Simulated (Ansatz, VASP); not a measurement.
## CoSi: VASP beside Ansatz

```xyz
8
Lattice="4.4891 0.0000 0.0000 0.0000 4.4891 0.0000 0.0000 0.0000 4.4891" Properties=species:S:1:pos:R:3 pbc="T T T"
Co    0.6422    0.6422    0.6422
Co    1.6023    3.8469    2.8867
Co    2.8867    1.6023    3.8469
Co    3.8469    2.8867    1.6023
Si    3.7825    3.7825    3.7825
Si    2.9512    0.7066    1.5379
Si    1.5379    2.9512    0.7066
Si    0.7066    1.5379    2.9512
```

Alike in both runs: functional PBE; k mesh 8 × 8 × 8; occupations gaussian, width 0.05 eV; no spin polarisation.

Ansatz relaxed the structure, and its values are those at the end. VASP's run is a single point on that final structure, the one shown.

|  | VASP | Ansatz |
| --- | --- | --- |
| version | VASP 6.6.1 | Ansatz 0.2.0 |
| potentials or method | VASP PAW PBE potentials, release 64 (Co, Si), cutoff 520 eV | scalar-relativistic, plane waves, PAW |
| valence electrons in the cell | 52 | 84 |

|  | VASP | Ansatz | Ansatz less VASP |
| --- | --- | --- | --- |
| gap on the k mesh at the Fermi level (eV) | none | none | - |
| pressure (GPa) | -7.9 | -7.8 | +0.06 |
| rms of the force components (eV/Å) | 0.003 | 0.003 | -0.0002 |

A gap of «none» marks a metal or a gap that the smearing closes. VASP's potentials hold 52 valence electrons a cell and Ansatz's 84, so a difference there can come from the potentials and not from the codes. Ansatz's warnings: stress scf threshold loose.
